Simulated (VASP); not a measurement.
The system is Ga3SbP2.

```
CELL_PARAMETERS angstrom
3.86475 0.00000 0.00000
-1.93238 3.34697 0.00000
0.00000 0.00000 9.46667
ATOMIC_POSITIONS crystal
P 0.00000 0.00000 0.00000
P 0.33333 0.66667 0.33333
Sb 0.66667 0.33333 0.66667
Ga 0.33333 0.66667 0.08333
Ga 0.66667 0.33333 0.41667
Ga 0.00000 0.00000 0.75000
```

- Program: VASP 6.6.1
- Task: relaxation of cell and atoms
- Functional: PBE
- Potentials or basis: VASP PAW PBE potentials, release 64 (P, Sb, Ga_d)
- Cutoff: 600 eV
- k mesh: 12 × 12 × 4
- Occupations: fermi-dirac, width 0.02 eV
- Spin: no spin polarisation

At the start: pressure 15.3 GPa; volume 20.41 Å³/atom.

**Question.** How do energy, volume and symmetry change on relaxing?

**Answer.** Over 17 steps the energy falls by 217.9 meV/atom and the volume is 23.76 Å³/atom (+16.4 %); space group P3m1 (No. 156, to 0.1 Å) before and after.

Step by step:
| step | energy change (eV) | largest force (eV/Å) | pressure (GPa) | volume (Å³) |
| --- | --- | --- | --- | --- |
| 1 | 0.0000 | 2.7352 | 15.30 | 122.45 |
| 2 | -0.9089 | 0.5654 | -5.29 | 160.34 |
| 3 | -1.1614 | 0.9247 | -0.91 | 145.94 |
| 4 | -1.1611 | 0.9505 | -0.70 | 145.44 |
| 5 | -1.2331 | 0.5259 | -0.27 | 143.96 |
| 6 | -1.2789 | 0.6488 | 0.69 | 141.31 |
| 7 | -1.3045 | 0.1507 | 0.09 | 142.26 |
| 8 | -1.3053 | 0.1398 | 0.20 | 142.12 |
| 9 | -1.3071 | 0.0428 | -0.07 | 142.70 |
| 10 | -1.3071 | 0.0321 | -0.11 | 142.77 |
| 11 | -1.3072 | 0.0165 | 0.06 | 142.48 |
| 12 | -1.3072 | 0.0059 | -0.03 | 142.57 |
| 13 | -1.3072 | 0.0073 | 0.00 | 142.55 |
| 14 | -1.3072 | 0.0077 | 0.01 | 142.56 |
| 15 | -1.3072 | 0.0066 | -0.02 | 142.56 |
| 16 | -1.3072 | 0.0039 | 0.03 | 142.52 |
| 17 | -1.3072 | 0.0049 | 0.01 | 142.53 |

Final structure:
```
P Sb Ga
1.0
     4.06021    0.00000    0.00000
    -2.03010    3.51624    0.00000
     0.00000    0.00000    9.98377
P Sb Ga
2 1 3
Direct
  0.00000 0.00000 0.00967
  0.33333 0.66667 0.32324
  0.66667 0.33333 0.66498
  0.33333 0.66667 0.08333
  0.66667 0.33333 0.39668
  0.00000 0.00000 0.77210
```

Caveat: the volume moved by over 15 % at a fixed basis, so the end points are rough.
